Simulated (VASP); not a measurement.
# Zn (P6_3/mmc) in VASP: single point with PBEsol

Aim: the single point of Zn with PBEsol.

Program: VASP 6.6.1. These are calculated values, not measurements. Logs are shortened: lines on timing, memory, paths and dates and some standing lists are left out, and cuts for length are marked.

## 1. The cell of the first run

It takes space group P6_3/mmc (No. 194, hexagonal). Conventional cell: a = 2.577 Å, b = 2.577 Å, c = 4.465 Å, α = 90.00°, β = 90.00°, γ = 120.00°. Zn (site symmetry -6m2) has 12 Zn at 2.58 to 2.68 Å within 3.4 Å.

## 2. Single point, PBEsol

The input, INCAR:

```
SYSTEM = Zn
  PREC = Accurate
  ENCUT = 520
  EDIFF = 1E-6
  ISMEAR = 0
  SIGMA = 0.1
  LREAL = .FALSE.
  LASPH = .TRUE.
  NELM = 80
  ALGO = Fast
  ISIF = 2
  LWAVE = .FALSE.
  LCHARG = .FALSE.
  GGA = PS
  NBANDS = 19
```

The input, KPOINTS:

```
regular mesh
0
G
  57 57 26
  0 0 0
```

The input, POSCAR:

```
Zn
1.0
    2.5766209259      0.0000000000      0.0000000000
   -1.2883104630      2.2314191778      0.0000000000
    0.0000000000      0.0000000000      4.4651493313
Zn
2
Direct
    0.3333333333      0.6666666667      0.2500000000
    0.6666666667      0.3333333333      0.7500000000
```

Potentials or basis: VASP PAW PBE potentials, release 64 (Zn).

Command:

```
cat potpaw_PBE.64/Zn/POTCAR > POTCAR
mpirun -np 1 vasp_std > vasp.out
```

OUTCAR:

```text
SYSTEM = Zn
   PREC = Accurate
   ENCUT = 520
   EDIFF = 1E-6
   ISMEAR = 0
   LREAL = .FALSE.
   LASPH = .TRUE.
   NELM = 80
   ISIF = 2
   GGA = PS

 ion  position               nearest neighbor table
   1  0.333  0.667  0.250-   2 2.68   2 2.68   2 2.68   2 2.68   2 2.68   2 2.68
   2  0.667  0.333  0.750-   1 2.68   1 2.68   1 2.68   1 2.68   1 2.68   1 2.68

  LATTYP: Found a hexagonal cell.
 ALAT       =     2.5766209259
 C/A-ratio  =     1.7329477093

  Lattice vectors:

 A1 = (   2.5766209259,   0.0000000000,   0.0000000000)
 A2 = (  -1.2883104630,   2.2314191778,   0.0000000000)
 A3 = (   0.0000000000,   0.0000000000,   4.4651493313)

Analysis of symmetry for initial positions (statically):
=====================================================================
 Subroutine PRICEL returns:
 Original cell was already a primitive cell.

 Routine SETGRP: Setting up the symmetry group for a
 hexagonal supercell.

 Subroutine GETGRP returns: Found 24 space group operations
 (whereof 12 operations were pure point group operations)
 out of a pool of 24 trial point group operations.

The static configuration has the point symmetry D_3d.
 The point group associated with its full space group is D_6h.

Analysis of symmetry for dynamics (positions and initial velocities):
=====================================================================
 Subroutine PRICEL returns:
 Original cell was already a primitive cell.

 Routine SETGRP: Setting up the symmetry group for a
 hexagonal supercell.

 Subroutine GETGRP returns: Found 24 space group operations
 (whereof 12 operations were pure point group operations)
 out of a pool of 24 trial point group operations.

The dynamic configuration has the point symmetry D_3d.
 The point group associated with its full space group is D_6h.

 Subroutine INISYM returns: Found 24 space group operations
 (whereof 12 operations are pure point group operations),
 and found     1 'primitive' translations

----------------------------------------------------------------------------------------

                                     Primitive cell

  volume of cell :      25.6725

  direct lattice vectors                    reciprocal lattice vectors
     2.576620926  0.000000000  0.000000000     0.388105208  0.224072646  0.000000000
    -1.288310463  2.231419178  0.000000000     0.000000000  0.448145292  0.000000000
     0.000000000  0.000000000  4.465149331     0.000000000  0.000000000  0.223956676

[... 82 lines left out ...]
   NELM   =     80;   NELMIN=  2; NELMDL= -5     # of ELM steps
   EDIFF  = 0.1E-05   stopping-criterion for ELM
   LREAL  =      F    real-space projection
   EDIFFG = 0.1E-04   stopping-criterion for IOM
   NSW    =      0    number of steps for IOM
   IBRION =     -1    ionic relax: 0-MD 1-quasi-New 2-CG
   NFREE  =      0    steps in history (QN), initial steepest desc. (CG)
   ISIF   =      2    stress and relaxation
   ISYM   =      2    0-nonsym 1-usesym 2-fastsym
   POTIM  = 0.5000    time-step for ionic-motion
   TEBEG  =    0.0;   TEEND  =   0.0 temperature during run
   PSTRESS=    0.0 pullay stress
   NELECT =      24.0000    total number of electrons
   NUPDOWN=      -1.0000    fix difference up-down
   EMIN   =  10.00;   EMAX   =-10.00  energy-range for DOS
   EFERMI =   0.00;   METHOD = LEGACY
   ISMEAR =     0;   SIGMA  =   0.10  broadening in eV -4-tet -1-fermi 0-gaus
   EFERMI_NEDOS =   21; number of points for ismear=-14 and -15
   IALGO  =     68    algorithm
   IMIX   =      4    mixing-type and parameters
     AMIX     =   0.40;   BMIX     =  1.00
     AMIX_MAG =   1.60;   BMIX_MAG =  1.00
  volume/ion in A,a.u.               =      12.84        86.62
  Fermi-wavevector in a.u.,A,eV,Ry     =   1.600747  3.024973 34.863444  2.562391
  Thomas-Fermi vector in A             =   2.697834
   LORBIT       =      0    0 simple, 1 ext, 2 COOP (PROOUT), +10 PAW based schemes
   GGA     = PS    functional components
   LHFCALC =     F    Hartree Fock is set to
   AEXX    =    0.0000 exact exchange contribution
   IVDW    =     0    specifies the selected vdW correction
   LEPSILON=     F    determine dielectric tensor
   LRPA    =     F    only Hartree local field effects (RPA)
 non-spin polarized calculation
 RMM-DIIS sequential band-by-band and
 Gauss-broadening in eV      SIGMA  =   0.10
  energy-cutoff  :      520.00
  volume of cell :       25.67
 maximum number of plane-waves:       713
 NGX is ok and might be reduce to    20
   NGX =  9   NGY =  9   NGZ = 17

 number of electron      24.0000009 magnetization

 Free energy of the ion-electron system (eV)
  ---------------------------------------------------
  ext. energy  EPLUGINS =         0.00000000
  ---------------------------------------------------
  free energy    TOTEN  =        -3.09026165 eV

  energy without entropy =       -3.08861172  energy(sigma->0) =       -3.08943668

 E-fermi :   4.4057     XC(G=0): -12.6332

 val. band max:        4.4056116581   @ k =   0.2632   0.1404   0.0385
 cond. band min:       4.4062371377   @ k =   0.3684  -0.0000   0.0385
 fundamental gap:      0.0006254795
 Fermi energy:         4.4056735259

 k-point     1 :       0.0000    0.0000    0.0000
  band No.  band energies     occupation
      1      -7.6043      2.00000
      2      -5.0642      2.00000
      3      -4.0572      2.00000
      4      -3.8745      2.00000
      5      -3.8745      2.00000
      6      -3.7779      2.00000
[... 505 lines left out ...]
      6      -3.7581      2.00000
[... 11 lines left out ...]
     18      19.4142      0.00000
     19      22.0166      0.00000

 [... further k-points ...]

------------------------ aborting loop because EDIFF is reached ----------------------------------------

  FORCE on cell =-STRESS in cart. coord.  units (eV):
  Direction    XX          YY          ZZ          XY          YZ          ZX
  --------------------------------------------------------------------------------------
  -------------------------------------------------------------------------------------
  Total        1.7133398      1.7133398      1.6910619     -0.0000000     -0.0000000      0.0000000
  in kB      106.9267573    106.9267573    105.5364294     -0.0000000     -0.0000000      0.0000000
  external PRESSURE =     106.4633147 kB  Pullay stress =       0.0000000 kB

 VOLUME and BASIS-vectors are now :
 -----------------------------------------------------------------------------
  energy-cutoff  :      520.00
  volume of cell :       25.67
      direct lattice vectors                 reciprocal lattice vectors
     2.576620926  0.000000000  0.000000000     0.388105208  0.224072646  0.000000000
    -1.288310463  2.231419178  0.000000000     0.000000000  0.448145292  0.000000000
     0.000000000  0.000000000  4.465149331     0.000000000  0.000000000  0.223956676

 POSITION                                       TOTAL-FORCE (eV/Angst)
 -----------------------------------------------------------------------------------
     -0.00000      1.48761      1.11629        -0.000000      0.000000      0.000000
      1.28831      0.74381      3.34886         0.000000     -0.000000      0.000000
 -----------------------------------------------------------------------------------
    total drift:                                0.000000     -0.000000      0.000000

  FREE ENERGIE OF THE ION-ELECTRON SYSTEM (eV)
  ---------------------------------------------------
  free  energy   TOTEN  =        -3.0902616454 eV

  energy  without entropy=       -3.0886117238  energy(sigma->0) =       -3.08943668
```

stdout:

```text
POSCAR found type information on POSCAR Zn
 POSCAR found :  1 types and       2 ions
 scaLAPACK will be used
 -----------------------------------------------------------------------------
|                                                                             |
|                                                                             |
|     You enforced a specific xc type in the INCAR file but a different       |
[... 58 lines left out ...]
WARNING in EDDRMM: call to ZHEGV failed, returncode =   8  4     17
WARNING in EDDRMM: call to ZHEGV failed, returncode =   8  4     18
WARNING in EDDRMM: call to ZHEGV failed, returncode =   6  3     19
WARNING in EDDRMM: call to ZHEGV failed, returncode =   8  4     17
WARNING in EDDRMM: call to ZHEGV failed, returncode =   8  4     17
WARNING in EDDRMM: call to ZHEGV failed, returncode =   8  4     19
WARNING in EDDRMM: call to ZHEGV failed, returncode =   8  4     18
```

It took 29 min on 1 thread of Oxide Virtual Turin-like, shared host; peak memory 1.5 GiB.

Results:

- Free energy: -3.0903 eV
- Pressure: 10.6 GPa
- Band gap on the k mesh: zero (bands 12 and 13 overlap by 3.77 eV)

Stress tensor (GPa, compression positive):
```
10.69  0.00  0.00
 0.00 10.69  0.00
 0.00  0.00 10.55
```

Levels at points of the mesh, in eV from the Fermi level:
```csv
k point,band 10,band 11,band 12,band 13,band 14,band 15
"(0.00, 0.00, 0.00)",-7.49,-7.49,-4.31,-2.13,17.78,18.03
"(0.00, 0.00, 0.50)",-7.63,-7.63,-7.63,6.55,6.55,19.72
```

Caveat: the cell stands under pressure; the PAW data sets were made with another functional, which shifts forces and pressure a little.
